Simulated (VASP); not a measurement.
# Al9Ga7P16 (P1) in VASP: a series of runs

Al9Ga7P16 is run at these levels: PBEsol; tasks: single point, relaxation of volume and atoms at fixed shape.

All numbers are computed with VASP 6.6.1; they aren't measurements. Logs are shortened: lines on timing, memory, paths and dates and some standing lists are left out, and cuts for length are marked.

## (1) The cell of the first run

The typed cell holds 64 atoms: a = 10.915 Å, b = 10.915 Å, c = 10.915 Å, α = 90.00°, β = 90.00°, γ = 90.00°.

## (2) Single point, PBEsol

Contents of INCAR:

```
SYSTEM = Al9Ga7P16
PREC     = Accurate       ! precision mode
ENCUT    = 500            ! plane-wave cutoff, eV
EDIFF    = 1E-6           ! SCF threshold, eV
ISMEAR   = -1             ! smearing method
SIGMA    = 0.05           ! smearing width, eV
LREAL    = Auto         
LASPH    = .True.         ! aspherical terms in the spheres
NELM     = 120            ! most SCF steps
ALGO     = Normal         ! electronic algorithm
ISIF     = 2              ! what is computed and relaxed
LWAVE    = .False.        ! write WAVECAR
LCHARG   = .True.         ! write CHGCAR
GGA      = PS             ! functional
LELF     = .True.         ! ELF
LVHAR    = .True.       
ISYM     = -1           
NBANDS   = 236            ! bands
GGA_COMPAT= .False.
```

Contents of KPOINTS:

```
explicit points
1
Reciprocal
  0.25000000   0.25000000   0.25000000 1
```

Contents of POSCAR:

```
Al9Ga7P16
1.0
   10.9145160125      0.0000000000      0.0000000000
    0.0000000000     10.9145160125      0.0000000000
    0.0000000000      0.0000000000     10.9145160125
Al Ga P
18 14 32
Direct
    0.9997970000      0.9993850000      0.9995120000
    0.9993780000      0.9995490000      0.4994400000
    0.0000910000      0.4997910000      0.9993810000
    0.9997950000      0.4996180000      0.4996690000
    0.4999210000      0.9999320000      0.4995670000
    0.4991460000      0.4997200000      0.9993960000
    0.4997010000      0.4994550000      0.4997030000
    0.2496720000      0.7494930000      0.5001760000
    0.7502420000      0.2491790000      0.9994700000
    0.7497120000      0.7499030000      0.9997260000
    0.2495420000      0.9997160000      0.2492080000
    0.2498740000      0.9995240000      0.7497370000
    0.7496280000      0.9998900000      0.7491050000
    0.7498140000      0.4997010000      0.2500070000
    0.7495330000      0.4997360000      0.7493270000
    0.0002970000      0.2493460000      0.2494710000
    0.4995630000      0.2491940000      0.2499250000
    0.4998790000      0.7495690000      0.2494930000
    0.4998010000      0.0000510000      0.9994300000
    0.2506260000      0.2501770000      0.9994590000
    0.2501210000      0.2505300000      0.5004920000
    0.2501070000      0.7498460000      0.9999140000
    0.7504040000      0.2497820000      0.5003100000
    0.7503760000      0.7500540000      0.5000710000
    0.2492720000      0.5000110000      0.2498540000
    0.2499410000      0.4998210000      0.7497620000
    0.7496460000      0.9996240000      0.2501780000
    0.0009810000      0.2499240000      0.7496790000
    0.9998980000      0.7496960000      0.2496740000
    0.0004380000      0.7494100000      0.7499930000
    0.4998740000      0.2495270000      0.7500750000
    0.5000530000      0.7497130000      0.7502290000
    0.1252450000      0.1249340000      0.1236900000
    0.1249890000      0.1248790000      0.6242680000
    0.1248580000      0.6248470000      0.1246110000
    0.1247170000      0.6242760000      0.6251760000
    0.6249730000      0.1241050000      0.1247830000
    0.6246620000      0.1252900000      0.6243510000
    0.6248180000      0.6245030000      0.1245930000
    0.6246210000      0.6251390000      0.6244130000
    0.3743640000      0.3751810000      0.1251280000
    0.3749570000      0.3747000000      0.6256180000
    0.3752410000      0.8751450000      0.1243070000
    0.3755520000      0.8746000000      0.6250810000
    0.8751530000      0.3749700000      0.1249560000
    0.8753010000      0.3744350000      0.6250720000
    0.8746800000      0.8748940000      0.1252250000
    0.8753990000      0.8743060000      0.6251530000
    0.3741240000      0.1248210000      0.3751370000
    0.3749540000      0.1247150000      0.8747610000
    0.3745700000      0.6245360000      0.3747640000
    0.3743860000      0.6250310000      0.8744520000
    0.8744070000      0.1248550000      0.3748170000
    0.8754740000      0.1246920000      0.8739840000
    0.8747760000      0.6250770000      0.3747800000
    0.8749480000      0.6249590000      0.8743880000
    0.1251630000      0.3746710000      0.3748000000
    0.1256740000      0.3747070000      0.8745070000
    0.1248050000      0.8746300000      0.3746040000
    0.1250450000      0.8742040000      0.8749830000
    0.6252080000      0.3742920000      0.3751910000
    0.6246970000      0.3746220000      0.8749940000
    0.6251800000      0.8745850000      0.3749040000
    0.6245960000      0.8752460000      0.8748330000
```

Potentials or basis: VASP PAW PBE potentials, release 64 (Al, Ga_d, P).

Command:

```bash
$ cat potpaw_PBE.64/Al/POTCAR potpaw_PBE.64/Ga_d/POTCAR potpaw_PBE.64/P/POTCAR > POTCAR
$ mpirun -np 1 vasp_std > vasp.out
```

OUTCAR:

```text
SYSTEM = Al9Ga7P16
   PREC = Accurate
   ENCUT = 500
   EDIFF = 1E-6
   ISMEAR = -1
   LREAL = Auto
   LASPH = .True.
   NELM = 120
   ISIF = 2
   GGA = PS
   ISYM = -1

 ion  position               nearest neighbor table
   1  1.000  0.999  1.000-  60 2.36  54 2.36  33 2.36  47 2.37
   2  0.999  1.000  0.499-  53 2.36  48 2.36  59 2.36  34 2.37
   3  0.000  0.500  0.999-  35 2.36  56 2.36  45 2.37  58 2.37
   4  1.000  0.500  0.500-  46 2.36  36 2.36  57 2.36  55 2.37
   5  0.500  1.000  0.500-  38 2.36  49 2.36  44 2.36  63 2.36
   6  0.499  0.500  0.999-  52 2.36  62 2.36  41 2.36  39 2.37
[... 56 lines left out ...]
  63  0.625  0.875  0.375-  27 2.36  24 2.36   5 2.36  18 2.37
  64  0.625  0.875  0.875-  19 2.36  32 2.36  10 2.37  13 2.37

IMPORTANT INFORMATION: All symmetrisations will be switched off!
NOSYMM: (Re-)initialisation of all symmetry stuff for point group C_1.

----------------------------------------------------------------------------------------

                                     Primitive cell

  volume of cell :    1300.2098

  direct lattice vectors                    reciprocal lattice vectors
    10.914516013  0.000000000  0.000000000     0.091621103  0.000000000  0.000000000
     0.000000000 10.914516013  0.000000000     0.000000000  0.091621103  0.000000000
     0.000000000  0.000000000 10.914516013     0.000000000  0.000000000  0.091621103

  length of vectors
    10.914516013 10.914516013 10.914516013     0.091621103  0.091621103  0.091621103

  position of ions in fractional coordinates (direct lattice)
     0.999797000  0.999385000  0.999512000
     0.999378000  0.999549000  0.499440000
     0.000091000  0.499791000  0.999381000
     0.999795000  0.499618000  0.499669000
     0.499921000  0.999932000  0.499567000
     0.499146000  0.499720000  0.999396000
[... 56 lines left out ...]
     0.625180000  0.874585000  0.374904000
     0.624596000  0.875246000  0.874833000

  ion indices of the primitive-cell ions
   primitive index   ion index
                 1           1
                 2           2
                 3           3
                 4           4
                 5           5
                 6           6
[... 56 lines left out ...]
                63          63
                64          64

----------------------------------------------------------------------------------------

 KPOINTS: explicit points

Read explicit list of k-points.

 Found      1 k-points:

 Following reciprocal coordinates:
            Coordinates               Weight
  0.250000  0.250000  0.250000      1.000000
   k-points           NKPTS =      1   k-points in BZ     NKDIM =      1   number of bands    NBANDS=    236
   number of dos      NEDOS =    301   number of ions     NIONS =     64
   total plane-waves  NPLWV = 512000
   dimension x,y,z NGX =    80 NGY =   80 NGZ =   80
   dimension x,y,z NGXF=   160 NGYF=  160 NGZF=  160
   ions per type =              18  14  32
   NGX,Y,Z   is equivalent  to a cutoff of  12.19, 12.19, 12.19 a.u.
   NGXF,Y,Z  is equivalent  to a cutoff of  24.37, 24.37, 24.37 a.u.
 SYSTEM =  Al9Ga7P16
   PREC   = accura    normal or accurate (medium, high low for compatibility)
   ISTART =      0    job   : 0-new  1-cont  2-samecut
   ICHARG =      2    charge: 1-file 2-atom 10-const
   ISPIN  =      1    spin polarized calculation?
   LNONCOLLINEAR =      F non collinear calculations
   LSORBIT =      F    spin-orbit coupling
   LASPH  =      T    aspherical Exc in radial PAW
   ENCUT  =  500.0 eV  36.75 Ry    6.06 a.u.  19.90 19.90 19.90*2*pi/ulx,y,z
   NELM   =    120;   NELMIN=  2; NELMDL= -5     # of ELM steps
   EDIFF  = 0.1E-05   stopping-criterion for ELM
   LREAL  =      T    real-space projection
   EDIFFG = 0.1E-04   stopping-criterion for IOM
   NSW    =      0    number of steps for IOM
   IBRION =     -1    ionic relax: 0-MD 1-quasi-New 2-CG
   NFREE  =      0    steps in history (QN), initial steepest desc. (CG)
   ISIF   =      2    stress and relaxation
   ISYM   =     -1    0-nonsym 1-usesym 2-fastsym
   POTIM  = 0.5000    time-step for ionic-motion
   TEBEG  =    0.0;   TEEND  =   0.0 temperature during run
   PSTRESS=    0.0 pullay stress
   NELECT =     396.0000    total number of electrons
   NUPDOWN=      -1.0000    fix difference up-down
   EMIN   =  10.00;   EMAX   =-10.00  energy-range for DOS
   EFERMI =   0.00;   METHOD = LEGACY
   ISMEAR =    -1;   SIGMA  =   0.05  broadening in eV -4-tet -1-fermi 0-gaus
   EFERMI_NEDOS =   21; number of points for ismear=-14 and -15
   IALGO  =     38    algorithm
   IMIX   =      4    mixing-type and parameters
     AMIX     =   0.40;   BMIX     =  1.00
     AMIX_MAG =   1.60;   BMIX_MAG =  1.00
  volume/ion in A,a.u.               =      20.32       137.10
  Fermi-wavevector in a.u.,A,eV,Ry     =   1.101460  2.081458 16.506781  1.213214
  Thomas-Fermi vector in A             =   2.237888
   LORBIT       =      0    0 simple, 1 ext, 2 COOP (PROOUT), +10 PAW based schemes
   GGA     = PS    functional components
   LHFCALC =     F    Hartree Fock is set to
   AEXX    =    0.0000 exact exchange contribution
   IVDW    =     0    specifies the selected vdW correction
   LEPSILON=     F    determine dielectric tensor
   LRPA    =     F    only Hartree local field effects (RPA)
 non-spin polarized calculation
  energy-cutoff  :      500.00
  volume of cell :     1300.21
 maximum number of plane-waves:     33005
 NGX is ok and might be reduce to    80
   NGX = 39   NGY = 39   NGZ = 39

 number of electron     396.0000313 magnetization

 Free energy of the ion-electron system (eV)
  ---------------------------------------------------
  ext. energy  EPLUGINS =         0.00000000
  ---------------------------------------------------
  free energy    TOTEN  =      -336.62600372 eV

  energy without entropy =     -336.62600370  energy(sigma->0) =     -336.62600371

 E-fermi :   5.3573     XC(G=0):  -9.6483

 val. band max:        4.3608419523   @ k =   0.2500   0.2500   0.2500
 cond. band min:       6.3425164735   @ k =   0.2500   0.2500   0.2500
 fundamental gap:      1.9816745212
 Fermi energy:         5.3572804331

 k-point     1 :       0.2500    0.2500    0.2500
  band No.  band energies     occupation
      1      -9.8252      2.00000
      2      -9.8218      2.00000
      3      -9.8182      2.00000
      4      -9.8147      2.00000
      5      -9.8084      2.00000
      6      -9.8041      2.00000
[... 202 lines left out ...]
    209       7.3144      0.00000
    210       7.3527      0.00000
 [bands above 210 left out]

------------------------ aborting loop because EDIFF is reached ----------------------------------------

  FORCE on cell =-STRESS in cart. coord.  units (eV):
  Direction    XX          YY          ZZ          XY          YZ          ZX
  --------------------------------------------------------------------------------------
  -------------------------------------------------------------------------------------
  Total       -0.1404155     -0.1777950     -0.1231315     -5.4678784     -5.4463272     -5.4587462
  in kB       -0.1730263     -0.2190871     -0.1517282     -6.7377669     -6.7112105     -6.7265139
  external PRESSURE =      -0.1812805 kB  Pullay stress =       0.0000000 kB

 VOLUME and BASIS-vectors are now :
 -----------------------------------------------------------------------------
  energy-cutoff  :      500.00
  volume of cell :     1300.21
      direct lattice vectors                 reciprocal lattice vectors
    10.914516013  0.000000000  0.000000000     0.091621103  0.000000000  0.000000000
     0.000000000 10.914516013  0.000000000     0.000000000  0.091621103  0.000000000
     0.000000000  0.000000000 10.914516013     0.000000000  0.000000000  0.091621103

 POSITION                                       TOTAL-FORCE (eV/Angst)
 -----------------------------------------------------------------------------------
     10.91230     10.90780     10.90919        -0.000921      0.009862      0.003648
     10.90773     10.90959      5.45115         0.010641      0.007142     -0.004913
      0.00099      5.45498     10.90776        -0.005127     -0.006756     -0.002909
     10.91228      5.45309      5.45365        -0.001518      0.003293      0.004968
      5.45640     10.91377      5.45253        -0.004175      0.002862      0.002867
      5.44794      5.45420     10.90792         0.001098     -0.010119      0.008709
[... 56 lines left out ...]
      6.82354      9.54567      4.09190         0.007353      0.003728     -0.007535
      6.81716      9.55289      9.54838        -0.010482     -0.001260     -0.002492
 -----------------------------------------------------------------------------------
    total drift:                                0.062931      0.120343      0.111259

  FREE ENERGIE OF THE ION-ELECTRON SYSTEM (eV)
  ---------------------------------------------------
  free  energy   TOTEN  =      -336.6260037206 eV

  energy  without entropy=     -336.6260037025  energy(sigma->0) =     -336.62600371
```

It took 7.5 min on 1 thread of Intel Xeon 6975P-C (Granite Rapids), shared host; peak memory 1.1 GiB.

What came out:

```yaml
Free_energy: -336.6260 eV
Pressure: 0.0 GPa
Largest_force: 0.022 eV/Å
Band_gap_on_the_k_mesh: 1.98 eV
```

Forces in eV/Å, atoms in the order of the input:
```
Al  -0.001  0.010  0.004
Al   0.011  0.007 -0.005
Al  -0.005 -0.007 -0.003
Al  -0.002  0.003  0.005
Al  -0.004  0.003  0.003
Al   0.001 -0.010  0.009
Al  -0.006  0.006 -0.002
Al   0.011  0.001 -0.011
Al  -0.015  0.008  0.009
Al   0.003 -0.002  0.012
Al  -0.005  0.016  0.005
Al   0.002  0.001 -0.005
Al   0.001  0.001  0.008
Al  -0.005  0.013 -0.006
Al   0.005 -0.012  0.006
Al  -0.007  0.004  0.005
Al   0.000  0.014 -0.008
Al   0.002 -0.003  0.007
Ga   0.011 -0.005  0.015
Ga  -0.006  0.007  0.008
Ga   0.006 -0.001  0.000
Ga   0.006 -0.004 -0.001
Ga  -0.002 -0.004  0.001
Ga   0.002 -0.002 -0.002
Ga   0.010 -0.003 -0.007
Ga   0.007  0.006  0.010
Ga   0.010  0.003  0.004
Ga   0.000  0.004 -0.003
Ga  -0.005  0.003  0.005
Ga   0.003  0.005 -0.001
Ga   0.003  0.004 -0.006
Ga  -0.002  0.006  0.005
P    0.003 -0.002 -0.004
P   -0.016  0.010  0.008
P    0.002 -0.001  0.007
P   -0.007 -0.009  0.001
P   -0.002 -0.009 -0.003
P   -0.009 -0.001  0.006
P    0.002  0.001  0.001
P    0.001  0.011  0.002
P   -0.002 -0.005 -0.005
P   -0.009 -0.009 -0.007
P    0.001 -0.005 -0.012
P   -0.010 -0.010 -0.003
P    0.007 -0.004 -0.009
P   -0.002 -0.008 -0.006
P    0.007 -0.011  0.004
P   -0.015 -0.015  0.003
P    0.002 -0.002  0.007
P    0.001  0.007 -0.001
P    0.001  0.004 -0.006
P    0.004  0.000 -0.009
P   -0.012 -0.003 -0.003
P    0.005  0.001 -0.004
P    0.004  0.002 -0.006
P    0.012  0.004 -0.001
P    0.006 -0.001 -0.004
P   -0.003 -0.010  0.003
P    0.001  0.000 -0.001
P   -0.002 -0.007  0.004
P    0.006 -0.007  0.003
P   -0.004  0.005 -0.016
P    0.007  0.004 -0.008
P   -0.010 -0.001 -0.002
```

Levels at points of the mesh, in eV from the valence-band top:
| k point | band 194 | band 195 | band 196 | band 197 | band 198 | band 199 | band 200 | band 201 | band 202 | band 203 |
| --- | --- | --- | --- | --- | --- | --- | --- | --- | --- | --- |
| (0.25, 0.25, 0.25) | -0.40 | -0.38 | -0.37 | 0.00 | 0.00 | 1.98 | 2.03 | 2.08 | 2.39 | 2.56 |

Caveat: the PAW data sets were made with another functional, which shifts forces and pressure a little; a shifted mesh leaves out Γ, where band edges can lie.

(Continued in part 2 of 2.)
